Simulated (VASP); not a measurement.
A run of VASP 6.6.1 is set up as follows.

INCAR

```
SYSTEM = RbO4
ALGO = Normal
EDIFF = 1E-6
ENCUT = 520
GGA = PE
ISIF = 2
ISMEAR = 0
ISPIN = 2
LASPH = .True.
LCHARG = .False.
LORBIT = 11
LREAL = .False.
LWAVE = .False.
MAGMOM = 0 1 1 1 1
NBANDS = 28
NELM = 150
PREC = Accurate
SIGMA = 0.1
```

File KPOINTS:

```
k-points
0
Gamma
  4 4 4
  0 0 0
```

The input POSCAR:

```
RbO4
1.0
    4.6257216400      0.0000000000      0.0000000000
    0.0000000000      4.6257216400      0.0000000000
    0.0000000000      0.0000000000      6.5417582800
Rb O
1 4
Direct
    0.0000000000      0.0000000000      0.0000000000
    0.5000000000      0.0000000000      0.2500000000
    0.0000000000      0.5000000000      0.7500000000
    0.5000000000      0.0000000000      0.7500000000
    0.0000000000      0.5000000000      0.2500000000
```

Potentials or basis: VASP PAW PBE potentials, release 64 (Rb_sv, O).

Launch:

```bash
$ cat potpaw_PBE.64/Rb_sv/POTCAR potpaw_PBE.64/O/POTCAR > POTCAR
$ mpirun -np 1 vasp_std > vasp.out
```

Task: Estimate the pressure.

Result: -0.5 GPa.

Task: Estimate the largest force.

Result: 0.115 eV/Å.

Task: Predict the net moment.

Result: 7.00 μB per cell.

Task: What does it give for the site moments?

Result: Rb +0.03; O +1.39 μB.

Forces in eV/Å, atoms in the order of the input:
```
Rb   0.000  0.000  0.000
O    0.000  0.000  0.115
O    0.000  0.000 -0.115
O    0.000  0.000 -0.115
O    0.000  0.000  0.115
```
